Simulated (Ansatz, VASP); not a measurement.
# One calculation of Te, two programs

INCAR

```
ALGO = Normal
EDIFF = 1E-7
ENCUT = 520
ISIF = 2
ISMEAR = -1
LASPH = True
LCHARG = True
LELF = True
LREAL = False
LVHAR = True
LWAVE = False
NBANDS = 9
NELM = 80
PREC = Accurate
SIGMA = 0.1
```

File KPOINTS:

```
k-points
0
Gamma
  13 13 13
```

The input POSCAR:

```
Te
1.0
   -1.8808997586      1.8808997586      1.8808997586
    1.8808997586     -1.8808997586      1.8808997586
    1.8808997586      1.8808997586     -1.8808997586
Te
1
Direct
    0.0000000000      0.0000000000      0.0000000000
```

Input for Ansatz:

```yaml
crystal:
  lattice:
    - [-1.8808997586, 1.8808997586, 1.8808997586]
    - [1.8808997586, -1.8808997586, 1.8808997586]
    - [1.8808997586, 1.8808997586, -1.8808997586]
  atoms:
    - { symbol: Te, position: [0.0, 0.0, 0.0] }
hamiltonian:
  xc: lda
  pseudopotentials:
    kind: paw
    azcp:
      Te: "pseudopotentials/Te.paw.azcp"
basis:
  ecutwfc: 420
  fft_grid_basis: typed
kpoints:
  mp_grid: { grid: [13, 13, 13], shift: [0, 0, 0] }
magnetization:
  spin_polarized: false
scf:
  occupations: { method: fermi_dirac, width: 0.1 }
  lower_state_search: "off"
output:
  stress: true
```

Alike in both runs: task single point; functional LDA; k mesh 13 × 13 × 13; occupations fermi-dirac, width 0.1 eV; no spin polarisation.

|  | VASP | Ansatz |
| --- | --- | --- |
| version | VASP 6.6.1 | Ansatz 0.2.0 |
| potentials or method | VASP PAW LDA potentials, release 64 (Te), cutoff 520 eV | plane waves (420 eV) with PAW, scalar-relativistic |
| valence electrons in the cell | 6 | 16 |

VASP gave:

| Quantity | Value |
| --- | --- |
| pressure (GPa) | 0.1 |

What did Ansatz give for the same quantities?

Pressure (GPa): 0.0.

Ansatz warns that its potentials were made for another functional, while VASP's fit it. LDA's correlation is that of Perdew and Zunger in VASP and of Perdew and Wang (1992) in Ansatz. VASP's potentials hold 6 valence electrons a cell and Ansatz's 16, so a difference there can come from the potentials and not from the codes.

Neither program's run includes spin-orbit coupling.
